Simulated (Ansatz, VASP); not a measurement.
**Two plane-wave programs on Zr2Si2C**

```
CELL_PARAMETERS angstrom
4.78357 0.00000 0.00000
0.00000 4.78357 0.00000
0.00000 0.00000 4.41844
ATOMIC_POSITIONS crystal
Zr 0.00000 0.50000 0.50000
Zr 0.50000 0.00000 0.50000
Si 0.50000 0.50000 0.24472
Si 0.50000 0.50000 0.75528
C 0.00000 0.00000 0.00000
```

Change from the starting cell: species swapped into the CeMg2Si2 type (P4/mmm, No. 123).

Alike in both runs: functional PBE; k mesh 4 × 4 × 4; occupations gaussian, width 0.1 eV; no spin polarisation.

Ansatz relaxed the structure, and its values are those at the end. VASP's run is a single point on that final structure, the one shown.

|  | VASP | Ansatz |
| --- | --- | --- |
| version | VASP 6.6.1 | Ansatz 0.2.0 |
| potentials or method | VASP PAW PBE potentials, release 64 (Zr_sv, Si, C), cutoff 520 eV | scalar-relativistic, plane waves, PAW |
| valence electrons in the cell | 36 | 36 |

|  | VASP | Ansatz | Ansatz less VASP |
| --- | --- | --- | --- |
| gap on the k mesh at the Fermi level (eV) | none | none | - |
| pressure (GPa) | -0.1 | -0.1 | +0.01 |
| rms of the force components (eV/Å) | 0.015 | 0.009 | -0.0058 |

A gap of «none» marks a metal or a gap that the smearing closes. With one functional, cell and mesh, what is left measures potentials, basis and numerics.
